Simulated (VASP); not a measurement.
# BN (CsCl type) (Pm-3m) in VASP: notebook

Runs on BN (CsCl type). Level: PBE. Tasks: single point, relaxation of cell and atoms.

All numbers are computed with VASP 6.6.1; they aren't measurements. Logs are shortened: lines on timing, memory, paths and dates and some standing lists are left out, and cuts for length are marked.

**1. The cell of the first run**

Symmetry: Pm-3m, No. 221, cubic system. Conventional cell: a = 1.914 Å, b = 1.914 Å, c = 1.914 Å, α = 90.00°, β = 90.00°, γ = 90.00°. Within 2.2 Å of B (site symmetry m-3m) lie 8 N at 1.66 Å and 6 B at 1.91 Å. Within 2.2 Å of N (site symmetry m-3m) lie 8 B at 1.66 Å and 6 N at 1.91 Å.

**2. Single point, PBE**

Input file INCAR:

```
SYSTEM = BN
PREC     = Accurate       ! precision mode
ENCUT    = 520            ! plane-wave cutoff, eV
EDIFF    = 1E-6           ! SCF threshold, eV
ISMEAR   = -1             ! smearing method
SIGMA    = 0.08           ! smearing width, eV
LREAL    = .False.        ! projectors in reciprocal space
LASPH    = .True.         ! aspherical terms in the spheres
NELM     = 60             ! most SCF steps
ALGO     = Normal         ! electronic algorithm
ISIF     = 2              ! what is computed and relaxed
LWAVE    = .False.        ! write WAVECAR
LCHARG   = .False.        ! write CHGCAR
GGA      = PE             ! functional
NBANDS   = 11             ! bands
```

Input file KPOINTS:

```
regular mesh
0
Gamma
  16 16 16
  0 0 0
```

Input file POSCAR:

```
BN
1.0
    1.9141427166      0.0000000000      0.0000000000
    0.0000000000      1.9141427166      0.0000000000
    0.0000000000      0.0000000000      1.9141427166
B N
1 1
Direct
    0.0000000000      0.0000000000      0.0000000000
    0.5000000000      0.5000000000      0.5000000000
```

Potentials or basis: VASP PAW PBE potentials, release 64 (B, N).

Started as:

```
$ cat potpaw_PBE.64/B/POTCAR potpaw_PBE.64/N/POTCAR > POTCAR
$ mpirun -np 1 vasp_std > vasp.out
```

OUTCAR:

```text
SYSTEM = BN
   PREC = Accurate
   ENCUT = 520
   EDIFF = 1E-6
   ISMEAR = -1
   LREAL = .False.
   LASPH = .True.
   NELM = 60
   ISIF = 2
   GGA = PE

 ion  position               nearest neighbor table
   1  0.000  0.000  0.000-   2 1.66   2 1.66   2 1.66   2 1.66   2 1.66   2 1.66   2 1.66   2 1.66

   2  0.500  0.500  0.500-   1 1.66   1 1.66   1 1.66   1 1.66   1 1.66   1 1.66   1 1.66   1 1.66

  LATTYP: Found a simple cubic cell.
 ALAT       =     1.9141427166

  Lattice vectors:

 A1 = (   1.9141427166,   0.0000000000,   0.0000000000)
 A2 = (   0.0000000000,   1.9141427166,   0.0000000000)
 A3 = (   0.0000000000,   0.0000000000,   1.9141427166)

Analysis of symmetry for initial positions (statically):
=====================================================================
 Subroutine PRICEL returns:
 Original cell was already a primitive cell.

 Routine SETGRP: Setting up the symmetry group for a
 simple cubic supercell.

 Subroutine GETGRP returns: Found 48 space group operations
 (whereof 48 operations were pure point group operations)
 out of a pool of 48 trial point group operations.

The static configuration has the point symmetry O_h .

Analysis of symmetry for dynamics (positions and initial velocities):
=====================================================================
 Subroutine PRICEL returns:
 Original cell was already a primitive cell.

 Routine SETGRP: Setting up the symmetry group for a
 simple cubic supercell.

 Subroutine GETGRP returns: Found 48 space group operations
 (whereof 48 operations were pure point group operations)
 out of a pool of 48 trial point group operations.

The dynamic configuration has the point symmetry O_h .

 Subroutine INISYM returns: Found 48 space group operations
 (whereof 48 operations are pure point group operations),
 and found     1 'primitive' translations

----------------------------------------------------------------------------------------

                                     Primitive cell

  volume of cell :       7.0133

  direct lattice vectors                    reciprocal lattice vectors
     1.914142717  0.000000000  0.000000000     0.522427085  0.000000000  0.000000000
     0.000000000  1.914142717  0.000000000     0.000000000  0.522427085  0.000000000
     0.000000000  0.000000000  1.914142717     0.000000000  0.000000000  0.522427085

  length of vectors
     1.914142717  1.914142717  1.914142717     0.522427085  0.522427085  0.522427085

  position of ions in fractional coordinates (direct lattice)
[... 80 lines left out ...]
   LREAL  =      F    real-space projection
   EDIFFG = 0.1E-04   stopping-criterion for IOM
   NSW    =      0    number of steps for IOM
   IBRION =     -1    ionic relax: 0-MD 1-quasi-New 2-CG
   NFREE  =      0    steps in history (QN), initial steepest desc. (CG)
   ISIF   =      2    stress and relaxation
   ISYM   =      2    0-nonsym 1-usesym 2-fastsym
   POTIM  = 0.5000    time-step for ionic-motion
   TEBEG  =    0.0;   TEEND  =   0.0 temperature during run
   PSTRESS=    0.0 pullay stress
   NELECT =       8.0000    total number of electrons
   NUPDOWN=      -1.0000    fix difference up-down
   EMIN   =  10.00;   EMAX   =-10.00  energy-range for DOS
   EFERMI =   0.00;   METHOD = LEGACY
   ISMEAR =    -1;   SIGMA  =   0.08  broadening in eV -4-tet -1-fermi 0-gaus
   EFERMI_NEDOS =   21; number of points for ismear=-14 and -15
   IALGO  =     38    algorithm
   IMIX   =      4    mixing-type and parameters
     AMIX     =   0.40;   BMIX     =  1.00
     AMIX_MAG =   1.60;   BMIX_MAG =  1.00
  volume/ion in A,a.u.               =       3.51        23.66
  Fermi-wavevector in a.u.,A,eV,Ry     =   1.710529  3.232432 39.809428  2.925910
  Thomas-Fermi vector in A             =   2.788811
   LORBIT       =      0    0 simple, 1 ext, 2 COOP (PROOUT), +10 PAW based schemes
   GGA     = PE    functional components
   LHFCALC =     F    Hartree Fock is set to
   AEXX    =    0.0000 exact exchange contribution
   IVDW    =     0    specifies the selected vdW correction
   LEPSILON=     F    determine dielectric tensor
   LRPA    =     F    only Hartree local field effects (RPA)
 non-spin polarized calculation
  energy-cutoff  :      520.00
  volume of cell :        7.01
 maximum number of plane-waves:       197
   NGX =  7   NGY =  7   NGZ =  7

 number of electron       8.0000002 magnetization

 Free energy of the ion-electron system (eV)
  ---------------------------------------------------
  ext. energy  EPLUGINS =         0.00000000
  ---------------------------------------------------
  free energy    TOTEN  =        -5.29399932 eV

  energy without entropy =       -5.28189079  energy(sigma->0) =       -5.28794505

 E-fermi :  18.6527     XC(G=0): -16.1595

 val. band max:       18.6383219887   @ k =   0.3750   0.0625   0.0000
 cond. band min:      18.6624026971   @ k =   0.4375   0.3125   0.0000
 fundamental gap:      0.0240807084
 Fermi energy:        18.6526969090

 k-point     1 :       0.0000    0.0000    0.0000
  band No.  band energies     occupation
      1     -11.8459      2.00000
      2      14.8625      2.00000
      3      14.8625      2.00000
      4      14.8625      2.00000
      5      30.3560      0.00000
      6      31.3570      0.00000
      7      31.3570      0.00000
      8      37.4878      0.00000
      9      37.4878      0.00000
     10      37.4878      0.00000
     11      65.6877      0.00000
[... 309 lines left out ...]
 k-point    24 :       0.5000    0.1250    0.0000
  band No.  band energies     occupation
      1      -5.3274      2.00000
      2      -0.9222      2.00000
      3      16.9999      2.00000
      4      19.9493      0.00000
      5      25.3840      0.00000
      6      29.1023      0.00000
      7      30.5176      0.00000
      8      34.3527      0.00000
      9      43.4761      0.00000
     10      45.2314      0.00000
     11      60.1509      0.00000

 [... further k-points ...]
[... 5 lines left out ...]
  --------------------------------------------------------------------------------------
  -------------------------------------------------------------------------------------
  Total       19.3209255     19.3209255     19.3209255     -0.0000000     -0.0000000     -0.0000000
  in kB     4413.8295891   4413.8295891   4413.8295891     -0.0000000     -0.0000000     -0.0000000
  external PRESSURE =    4413.8295891 kB  Pullay stress =       0.0000000 kB

 VOLUME and BASIS-vectors are now :
 -----------------------------------------------------------------------------
  energy-cutoff  :      520.00
  volume of cell :        7.01
      direct lattice vectors                 reciprocal lattice vectors
     1.914142717  0.000000000  0.000000000     0.522427085  0.000000000  0.000000000
     0.000000000  1.914142717  0.000000000     0.000000000  0.522427085  0.000000000
     0.000000000  0.000000000  1.914142717     0.000000000  0.000000000  0.522427085

 POSITION                                       TOTAL-FORCE (eV/Angst)
 -----------------------------------------------------------------------------------
      0.00000      0.00000      0.00000         0.000000      0.000000      0.000000
      0.95707      0.95707      0.95707         0.000000      0.000000      0.000000
 -----------------------------------------------------------------------------------
    total drift:                                0.000000     -0.000000      0.000000

  FREE ENERGIE OF THE ION-ELECTRON SYSTEM (eV)
  ---------------------------------------------------
  free  energy   TOTEN  =        -5.2939993210 eV

  energy  without entropy=       -5.2818907856  energy(sigma->0) =       -5.28794505
```

OSZICAR:

```text
N       E                     dE             d eps       ncg     rms          rms(c)
DAV:   1     0.214432921100E+02    0.21443E+02   -0.54115E+03  3871   0.768E+02
DAV:   2    -0.540608391541E+01   -0.26849E+02   -0.25692E+02  4320   0.170E+02
DAV:   3    -0.579859890020E+01   -0.39251E+00   -0.39127E+00  4302   0.165E+01
DAV:   4    -0.579879920466E+01   -0.20030E-03   -0.20030E-03  3954   0.429E-01
DAV:   5    -0.579879926970E+01   -0.65041E-07   -0.64616E-07  4121   0.766E-03    0.708E+00
DAV:   6    -0.530668148597E+01    0.49212E+00   -0.21089E+00  3876   0.814E+00    0.332E+00
DAV:   7    -0.529771921831E+01    0.89623E-02   -0.26479E-02  4068   0.168E+00    0.215E+00
DAV:   8    -0.529406094740E+01    0.36583E-02   -0.37049E-03  3972   0.664E-01    0.102E-01
DAV:   9    -0.529399782227E+01    0.63125E-04   -0.45423E-05  4173   0.635E-02    0.292E-02
DAV:  10    -0.529399929932E+01   -0.14770E-05   -0.40581E-06  4113   0.204E-02    0.410E-03
DAV:  11    -0.529399932098E+01   -0.21665E-07   -0.17808E-08  2160   0.157E-03
   1 F= -.52939993E+01 E0= -.52879451E+01  d E =-.121085E-01
```

Run time: 8.5 s. Hardware: 1 thread of Intel Xeon Platinum 8488C (Sapphire Rapids), shared host; peak memory 0.11 GiB.

Results:

```yaml
Free_energy: -5.2940 eV
Pressure: 441.4 GPa
Band_gap_on_the_k_mesh: zero (band 4 reaches 20.46 eV, above the bottom of band 5 at 14.47 eV)
```

[end of part 1 of 2]
